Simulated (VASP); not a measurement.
Input of a VASP 6.6.1 run:

File INCAR:

```
PREC = Accurate
ENCUT = 520
EDIFF = 1E-7
ISMEAR = -1
SIGMA = 0.05
LREAL = F
LASPH = T
NELM = 80
ALGO = Fast
ISIF = 2
LWAVE = F
LCHARG = F
GGA = B5
ALDAX = 1.0
AGGAX = 1.0
AGGAC = 1.0
ALDAC = 0.0
NBANDS = 20
```

KPOINTS

```
regular mesh
0
Gamma
  8 8 8
```

File POSCAR:

```
WAu
1.0
    0.0000000000      2.9559209122      2.9559209122
    2.9559209122      0.0000000000      2.9559209122
    2.9559209122      2.9559209122      0.0000000000
W Au
1 1
Direct
    0.0000000000      0.0000000000      0.0000000000
    0.7500000000      0.7500000000      0.7500000000
```

Potentials or basis: VASP PAW PBE potentials, release 64 (W_sv, Au).

The run is started by

```bash
$ cat potpaw_PBE.64/W_sv/POTCAR potpaw_PBE.64/Au/POTCAR > POTCAR
$ mpirun -np 1 vasp_std > vasp.out
```

Q: What does it give for the pressure?

A: 0.7 GPa.

Caveat: the PAW data sets were made with another functional, which shifts forces and pressure a little.
